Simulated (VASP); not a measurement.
# Na: single point with LDA

The system is Na.

```
Na
1.0
     7.02334    0.00000    0.30727
     0.00000    7.02334    0.00000
     0.30727    0.00000    7.02334
Na
1
Direct
  0.00000 0.00000 0.00000
```

This cell differs from its parent crystal: strain +0.0875 x Voigt [0, 0, 0, 0, 1, 0].

```yaml
Program: VASP 6.6.1
Task: single point
Functional: LDA
Potentials_or_basis: VASP PAW LDA potentials, release 64 (Na_pv)
Cutoff: 520 eV
k_mesh: 8 × 8 × 8
Occupations: gaussian, width 0.15 eV
Spin: no spin polarisation
```

- Pressure: -0.1 GPa
- Band gap on the k mesh: zero (an odd number of electrons rules out a gap without spin polarisation)

Levels at points of the mesh, in eV from the Fermi level:
```tsv
k point	band 2	band 3	band 4	band 5	band 6	band 7
(0.00, 0.00, 0.00)	-26.13	-26.13	-0.38	2.74	2.76	2.81
(0.50, 0.00, 0.00)	-26.13	-26.13	-0.10	1.28	3.00	3.03
(0.00, 0.50, 0.00)	-26.13	-26.13	-0.10	1.27	3.00	3.07
(0.50, 0.50, 0.00)	-26.13	-26.13	0.17	1.65	1.66	2.62
(0.50, 0.00, 0.50)	-26.13	-26.13	0.16	1.57	1.75	2.63
(0.50, 0.50, 0.50)	-26.13	-26.13	0.40	1.91	1.98	2.08
```

Run time: 2 min on 1 thread of Intel(R) Xeon(R) 6975P-C (Granite Rapids), with other jobs on the host, peak memory 0.49 GiB.

Caveat: the cell differs from its parent crystal (strain +0.0875 x Voigt [0, 0, 0, 0, 1, 0]).
